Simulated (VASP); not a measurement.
**Ti: single point with PBE**

Ti:

```
Ti
1.0
     2.96768    0.00000    0.00000
    -1.48384    2.57009    0.00000
     0.00000    0.00000    4.69647
Ti
2
Direct
  0.33333 0.66667 0.25000
  0.66667 0.33333 0.75000
```

```yaml
Program: VASP 6.6.1
Task: single point
Functional: PBE
Potentials_or_basis: VASP PAW PBE potentials, release 64 (Ti_sv)
Cutoff: 520 eV
k_mesh: 18 × 18 × 10
Occupations: gaussian, width 0.1 eV
Spin: no spin polarisation
Dipole_correction: no
Further_INCAR_settings: ALGO = Fast; EDIFF = 1e-07; NBANDS = 19
```

| Item | Value |
| --- | --- |
| Pressure | -3.7 GPa |
| Band gap on the k mesh | zero (bands 12 and 13 overlap by 1.08 eV) |

Stress tensor (GPa, compression positive):
```
-3.62  0.00  0.00
 0.00 -3.62  0.00
 0.00  0.00 -3.73
```

Levels at points of the mesh, in eV from the Fermi level:
```
           k point  band 8  band 9  band 10  band 11  band 12  band 13  band 14  band 15  band 16  band 17
(0.00, 0.00, 0.00)  -32.80   -6.15    -2.62     0.69     0.75     0.75     0.85     1.22     1.22     1.55
(0.50, 0.00, 0.00)  -32.87   -2.32    -2.08    -1.78    -0.67     0.46     0.59     1.12     3.20     3.42
(0.00, 0.00, 0.50)  -32.85   -4.33    -4.33     0.08     0.08     0.65     0.65     0.65     0.65     2.68
(0.50, 0.00, 0.50)  -32.94   -2.47    -2.47    -0.79    -0.79     1.24     1.24     1.66     1.66     3.33
```

Run time: 8.8 min on 1 thread of Intel Xeon 8259CL, with other jobs on the host, peak memory 0.25 GiB.

Caveat: the cell stands under tension.
